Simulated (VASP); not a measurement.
# Os (P6_3/mmc) in VASP: further runs

Runs on Os. Level: LDA. Tasks: single point, relaxation of volume and atoms at fixed shape.

Everything below comes from runs of VASP 6.6.1. Logs are shortened: lines on timing, memory, paths and dates and some standing lists are left out, and cuts for length are marked.

**1. The cell of the first run**

The structure is hexagonal, space group P6_3/mmc (No. 194). Conventional cell: a = 2.716 Å, b = 2.716 Å, c = 4.290 Å, α = 90.00°, β = 90.00°, γ = 120.00°. Within 3.5 Å of Os (site symmetry -6m2) lie 12 Os at 2.66 to 2.72 Å.

**2. Single point, LDA**

INCAR reads:

```
PREC     = Accurate       # precision mode
ENCUT    = 520            # plane-wave cutoff, eV
EDIFF    = 1E-6           # SCF threshold, eV
ISMEAR   = 1              # smearing method
SIGMA    = 0.05           # smearing width, eV
LREAL    = F              # projectors in reciprocal space
LASPH    = T              # aspherical terms in the spheres
NELM     = 60             # most SCF steps
ALGO     = Normal         # electronic algorithm
ISIF     = 2              # what is computed and relaxed
LWAVE    = F              # write WAVECAR
LCHARG   = F              # write CHGCAR
NBANDS   = 15             # bands
```

KPOINTS reads:

```
Automatic mesh
0
Gamma
  11 11 6
```

POSCAR reads:

```
Os
1.0
    2.7155240663      0.0000000000      0.0000000000
   -1.3577620332      2.3517128260      0.0000000000
    0.0000000000      0.0000000000      4.2903512342
Os
2
Direct
    0.3333333333      0.6666666667      0.2500000000
    0.6666666667      0.3333333333      0.7500000000
```

Potentials or basis: VASP PAW LDA potentials, release 64 (Os).

The run is started by

```sh
$ cat potpaw_LDA.64/Os/POTCAR > POTCAR
$ mpirun -np 1 vasp_std > vasp.out
```

OUTCAR:

```text
PREC = Accurate
   ENCUT = 520
   EDIFF = 1E-6
   ISMEAR = 1
   LREAL = F
   LASPH = T
   NELM = 60
   ISIF = 2

 ion  position               nearest neighbor table
   1  0.333  0.667  0.250-   2 2.66   2 2.66   2 2.66   2 2.66   2 2.66   2 2.66
   2  0.667  0.333  0.750-   1 2.66   1 2.66   1 2.66   1 2.66   1 2.66   1 2.66

  LATTYP: Found a hexagonal cell.
 ALAT       =     2.7155240663
 C/A-ratio  =     1.5799348963

  Lattice vectors:

 A1 = (   2.7155240663,   0.0000000000,   0.0000000000)
 A2 = (  -1.3577620332,   2.3517128260,   0.0000000000)
 A3 = (   0.0000000000,   0.0000000000,   4.2903512342)

Analysis of symmetry for initial positions (statically):
=====================================================================
 Subroutine PRICEL returns:
 Original cell was already a primitive cell.

 Routine SETGRP: Setting up the symmetry group for a
 hexagonal supercell.

 Subroutine GETGRP returns: Found 24 space group operations
 (whereof 12 operations were pure point group operations)
 out of a pool of 24 trial point group operations.

The static configuration has the point symmetry D_3d.
 The point group associated with its full space group is D_6h.

Analysis of symmetry for dynamics (positions and initial velocities):
=====================================================================
 Subroutine PRICEL returns:
 Original cell was already a primitive cell.

 Routine SETGRP: Setting up the symmetry group for a
 hexagonal supercell.

 Subroutine GETGRP returns: Found 24 space group operations
 (whereof 12 operations were pure point group operations)
 out of a pool of 24 trial point group operations.

The dynamic configuration has the point symmetry D_3d.
 The point group associated with its full space group is D_6h.

 Subroutine INISYM returns: Found 24 space group operations
 (whereof 12 operations are pure point group operations),
 and found     1 'primitive' translations

----------------------------------------------------------------------------------------

                                     Primitive cell

  volume of cell :      27.3988

  direct lattice vectors                    reciprocal lattice vectors
     2.715524066  0.000000000  0.000000000     0.368253043  0.212610993  0.000000000
    -1.357762033  2.351712826  0.000000000     0.000000000  0.425221987  0.000000000
     0.000000000  0.000000000  4.290351234     0.000000000  0.000000000  0.233081150

  length of vectors
     2.715524066  2.715524066  4.290351234     0.425221987  0.425221987  0.233081150

  position of ions in fractional coordinates (direct lattice)
     0.333333333  0.666666667  0.250000000
     0.666666667  0.333333333  0.750000000

  ion indices of the primitive-cell ions
   primitive index   ion index
                 1           1
                 2           2

----------------------------------------------------------------------------------------

 KPOINTS: Automatic mesh

Automatic generation of k-mesh.
 Grid dimensions read from file:
 generate k-points for:   11   11    6

 Generating k-lattice:

  Cartesian coordinates                     Fractional coordinates (reciprocal lattice)
     0.033477549  0.019328272  0.000000000     0.090909091 -0.000000000  0.000000000
     0.000000000  0.038656544  0.000000000     0.000000000  0.090909091  0.000000000
     0.000000000  0.000000000  0.038846858     0.000000000  0.000000000  0.166666667

  Length of vectors
     0.038656544  0.038656544  0.038846858

  Shift w.r.t. Gamma in fractional coordinates (k-lattice)
     0.000000000  0.000000000  0.000000000

 Subroutine IBZKPT returns following result:
 ===========================================

 Found     64 irreducible k-points:

 Following reciprocal coordinates:
            Coordinates               Weight
  0.000000  0.000000  0.000000      1.000000
  0.090909  0.000000  0.000000      6.000000
  0.181818  0.000000  0.000000      6.000000
  0.272727  0.000000  0.000000      6.000000
  0.363636  0.000000  0.000000      6.000000
  0.454545  0.000000  0.000000      6.000000
[... 16 lines left out ...]
  0.090909  0.090909  0.166667     12.000000
  0.181818  0.090909  0.166667     24.000000
 [... further k-points ...]
   k-points           NKPTS =     64   k-points in BZ     NKDIM =     64   number of bands    NBANDS=     15
   number of dos      NEDOS =    301   number of ions     NIONS =      2
   total plane-waves  NPLWV =  12800
   dimension x,y,z NGX =    20 NGY =   20 NGZ =   32
   dimension x,y,z NGXF=    40 NGYF=   40 NGZF=   64
   ions per type =               2
   NGX,Y,Z   is equivalent  to a cutoff of  12.24, 12.24, 12.40 a.u.
   NGXF,Y,Z  is equivalent  to a cutoff of  24.49, 24.49, 24.80 a.u.
 SYSTEM =  unknown system
   PREC   = accura    normal or accurate (medium, high low for compatibility)
   ISTART =      0    job   : 0-new  1-cont  2-samecut
   ICHARG =      2    charge: 1-file 2-atom 10-const
   ISPIN  =      1    spin polarized calculation?
   LNONCOLLINEAR =      F non collinear calculations
   LSORBIT =      F    spin-orbit coupling
   LASPH  =      T    aspherical Exc in radial PAW
   ENCUT  =  520.0 eV  38.22 Ry    6.18 a.u.   5.05  5.05  7.98*2*pi/ulx,y,z
   NELM   =     60;   NELMIN=  2; NELMDL= -5     # of ELM steps
   EDIFF  = 0.1E-05   stopping-criterion for ELM
   LREAL  =      F    real-space projection
   EDIFFG = 0.1E-04   stopping-criterion for IOM
   NSW    =      0    number of steps for IOM
   IBRION =     -1    ionic relax: 0-MD 1-quasi-New 2-CG
   NFREE  =      0    steps in history (QN), initial steepest desc. (CG)
   ISIF   =      2    stress and relaxation
   ISYM   =      2    0-nonsym 1-usesym 2-fastsym
   POTIM  = 0.5000    time-step for ionic-motion
   TEBEG  =    0.0;   TEEND  =   0.0 temperature during run
   PSTRESS=    0.0 pullay stress
   NELECT =      16.0000    total number of electrons
   NUPDOWN=      -1.0000    fix difference up-down
   EMIN   =  10.00;   EMAX   =-10.00  energy-range for DOS
   EFERMI =   0.00;   METHOD = LEGACY
   ISMEAR =     1;   SIGMA  =   0.05  broadening in eV -4-tet -1-fermi 0-gaus
   EFERMI_NEDOS =   21; number of points for ismear=-14 and -15
   IALGO  =     38    algorithm
   IMIX   =      4    mixing-type and parameters
     AMIX     =   0.40;   BMIX     =  1.00
     AMIX_MAG =   1.60;   BMIX_MAG =  1.00
  volume/ion in A,a.u.               =      13.70        92.45
  Fermi-wavevector in a.u.,A,eV,Ry     =   1.368373  2.585850 25.476164  1.872445
  Thomas-Fermi vector in A             =   2.494343
   LORBIT       =      0    0 simple, 1 ext, 2 COOP (PROOUT), +10 PAW based schemes
   GGA     = CA    functional components
   LHFCALC =     F    Hartree Fock is set to
   AEXX    =    0.0000 exact exchange contribution
   IVDW    =     0    specifies the selected vdW correction
   LEPSILON=     F    determine dielectric tensor
   LRPA    =     F    only Hartree local field effects (RPA)
 non-spin polarized calculation
 Methfessel and Paxton  Order N= 1 SIGMA  =   0.05
  energy-cutoff  :      520.00
  volume of cell :       27.40
 maximum number of plane-waves:       752
   NGX = 11   NGY = 11   NGZ = 15

 number of electron      15.9999998 magnetization

 Free energy of the ion-electron system (eV)
  ---------------------------------------------------
  ext. energy  EPLUGINS =         0.00000000
  ---------------------------------------------------
  free energy    TOTEN  =       -25.29169919 eV

  energy without entropy =      -25.29172795  energy(sigma->0) =      -25.29170878

 E-fermi :   9.6418     XC(G=0): -14.2979

 val. band max:        9.6363838306   @ k =   0.3636   0.0000   0.3333
 cond. band min:       9.7221925616   @ k =   0.3636   0.0909   0.3333
 fundamental gap:      0.0858087310
 Fermi energy:         9.6418426238

 k-point     1 :       0.0000    0.0000    0.0000
  band No.  band energies     occupation
      1      -1.3402      2.00000
      2       1.7544      2.00000
      3       6.5547      2.00000
      4       6.5547      2.00000
      5       6.8066      2.00000
      6       7.4237      2.00000
      7       7.4237      2.00000
      8       8.0907      2.00000
      9       8.0907      2.00000
     10       9.8606     -0.00000
     11      11.4429      0.00000
     12      11.4429      0.00000
     13      19.0414      0.00000
     14      23.8294      0.00000
     15      26.5539      0.00000

 k-point     2 :       0.0909    0.0000    0.0000
  band No.  band energies     occupation
      1      -0.9996      2.00000
      2       2.0530      2.00000
      3       5.9870      2.00000
      4       6.8572      2.00000
      5       7.1842      2.00000
      6       7.3394      2.00000
      7       7.6142      2.00000
      8       7.7063      2.00000
      9       7.8533      2.00000
     10       8.7138      2.00000
     11      11.6081      0.00000
     12      13.1560      0.00000
     13      19.0131      0.00000
     14      24.5288      0.00000
     15      26.9867      0.00000

 k-point     3 :       0.1818    0.0000    0.0000
  band No.  band energies     occupation
      1      -0.0615      2.00000
      2       2.7473      2.00000
      3       5.3347      2.00000
      4       6.1271      2.00000
      5       6.7616      2.00000
      6       7.3192      2.00000
      7       7.7325      2.00000
      8       8.0595      2.00000
      9       8.1001      2.00000
     10       8.5181      2.00000
     11      11.9436      0.00000
     12      15.6140      0.00000
     13      18.8264      0.00000
     14      25.7185      0.00000
     15      27.2301      0.00000
[... 343 lines left out ...]
 k-point    23 :       0.0909    0.0909    0.1667
  band No.  band energies     occupation
      1      -0.0407      2.00000
      2       2.6709      2.00000
      3       5.4766      2.00000
      4       5.9084      2.00000
      5       6.6627      2.00000
      6       7.0320      2.00000
      7       7.5425      2.00000
      8       7.8745      2.00000
      9       8.6212      2.00000
     10       8.6700      2.00000
     11      11.7369      0.00000
     12      13.8727      0.00000
     13      20.5407      0.00000
     14      25.1319      0.00000
     15      27.2661      0.00000

 k-point    24 :       0.1818    0.0909    0.1667
  band No.  band energies     occupation
      1       1.0086      2.00000
      2       3.3915      2.00000
      3       4.8301      2.00000
      4       5.0433      2.00000
      5       6.3056      2.00000
      6       6.9451      2.00000
      7       7.5580      2.00000
      8       8.5108      2.00000
      9       9.1463      2.00000
     10       9.5317      2.00784
     11      11.9037      0.00000
     12      15.4471      0.00000
     13      20.5099      0.00000
     14      25.1459      0.00000
     15      26.1930      0.00000

 [... further k-points ...]

------------------------ aborting loop because EDIFF is reached ----------------------------------------

  FORCE on cell =-STRESS in cart. coord.  units (eV):
  Direction    XX          YY          ZZ          XY          YZ          ZX
  --------------------------------------------------------------------------------------
  -------------------------------------------------------------------------------------
  Total        0.1804187      0.1804187      0.1770264     -0.0000000      0.0000000      0.0000000
  in kB       10.5502145     10.5502145     10.3518473     -0.0000000      0.0000000      0.0000000
  external PRESSURE =      10.4840921 kB  Pullay stress =       0.0000000 kB

 VOLUME and BASIS-vectors are now :
 -----------------------------------------------------------------------------
  energy-cutoff  :      520.00
  volume of cell :       27.40
      direct lattice vectors                 reciprocal lattice vectors
     2.715524066  0.000000000  0.000000000     0.368253043  0.212610993  0.000000000
    -1.357762033  2.351712826  0.000000000     0.000000000  0.425221987  0.000000000
     0.000000000  0.000000000  4.290351234     0.000000000  0.000000000  0.233081150

 POSITION                                       TOTAL-FORCE (eV/Angst)
 -----------------------------------------------------------------------------------
     -0.00000      1.56781      1.07259        -0.000000     -0.000000      0.000000
      1.35776      0.78390      3.21776         0.000000      0.000000      0.000000
 -----------------------------------------------------------------------------------
    total drift:                               -0.000000      0.000000     -0.000000

  FREE ENERGIE OF THE ION-ELECTRON SYSTEM (eV)
  ---------------------------------------------------
  free  energy   TOTEN  =       -25.2916991926 eV

  energy  without entropy=      -25.2917279451  energy(sigma->0) =      -25.29170878
```

It took 26 s on 1 thread of Intel Xeon 8259CL, shared host; peak memory 0.14 GiB.

Results:

```yaml
Free_energy: -25.2917 eV
Pressure: 1.0 GPa
Band_gap_on_the_k_mesh: zero (bands 8 and 9 overlap by 4.02 eV)
```

Caveat: spin-orbit coupling is left out, which moves the levels of the heavy elements.

**3. Relaxation of volume and atoms at fixed shape, LDA**

This run uses another cell than the first one, of 13.98 Å³/atom.

INCAR reads:

```
PREC = Accurate ; ENCUT = 600
EDIFF = 1E-6 ; ISMEAR = 1
SIGMA = 0.05 ; LREAL = False
LASPH = True ; NELM = 80
ALGO = Normal ; ISIF = 8
LWAVE = False ; LCHARG = False
IBRION = 2 ; NSW = 60
EDIFFG = -0.03
```

KPOINTS is that of step 2.

POSCAR reads:

```
Os
1.0
    2.7341000000      0.0000000000      0.0000000000
   -1.3670500000      2.3678000565      0.0000000000
    0.0000000000      0.0000000000      4.3197000000
Os
2
Direct
    0.3333330000      0.6666670000      0.2500000000
    0.6666670000      0.3333330000      0.7500000000
```

Potentials or basis: VASP PAW LDA potentials, release 64 (Os).

The run is started by

```sh
$ cat potpaw_LDA.64/Os/POTCAR > POTCAR
$ mpirun -np 1 vasp_std > vasp.out
```

Run time: 80 s. Hardware: 1 thread of Intel Xeon 8259CL, shared host; peak memory 0.16 GiB.

The run converged. Its results:

* Free energy: -25.2965 eV
* Relaxed volume: 13.75 Å³/atom
* Relaxed cell: a = 2.719 Å, b = 2.719 Å, c = 4.295 Å, α = 90.00°, β = 90.00°, γ = 120.00°
* Space group after relaxing (to 0.1 Å): P6_3/mmc (No. 194)
* Energy gained by relaxing: 5.9 meV/atom
* Ionic steps: 3
* Pressure after relaxing: -0.3 GPa
* Band gap on the k mesh: zero (bands 8 and 9 overlap by 3.99 eV)

Stress tensor (GPa, compression positive):
```
-0.29  0.00  0.00
 0.00 -0.29  0.00
 0.00  0.00 -0.39
```

The path:
```
step  energy change (eV)  largest force (eV/Å)  pressure (GPa)  volume (Å³)
   1              0.0000                0.0000           -7.69        27.96
   2              0.2655                0.0000           44.88        25.34
   3             -0.0119                0.0000           -0.32        27.50
```

Final structure:
```
CELL_PARAMETERS angstrom
2.71874 0.00000 0.00000
-1.35937 2.35449 0.00000
0.00000 0.00000 4.29542
ATOMIC_POSITIONS crystal
Os 0.33333 0.66667 0.25000
Os 0.66667 0.33333 0.75000
```

Levels at points of the mesh, in eV from the Fermi level:
```
           k point  band 4  band 5  band 6  band 7  band 8  band 9  band 10  band 11  band 12
(0.00, 0.00, 0.00)   -3.07   -2.82   -2.21   -2.21   -1.54   -1.54     0.22     1.79     1.79
(0.00, 0.00, 0.50)   -3.57   -3.27   -3.27   -3.27   -3.27    0.98     0.98     0.98     0.98
```

Caveat: spin-orbit coupling is left out, which moves the levels of the heavy elements. LDA usually gives volumes a few per cent too small.

The gap in the log of VASP goes by the Fermi energy; the results here count the filled bands.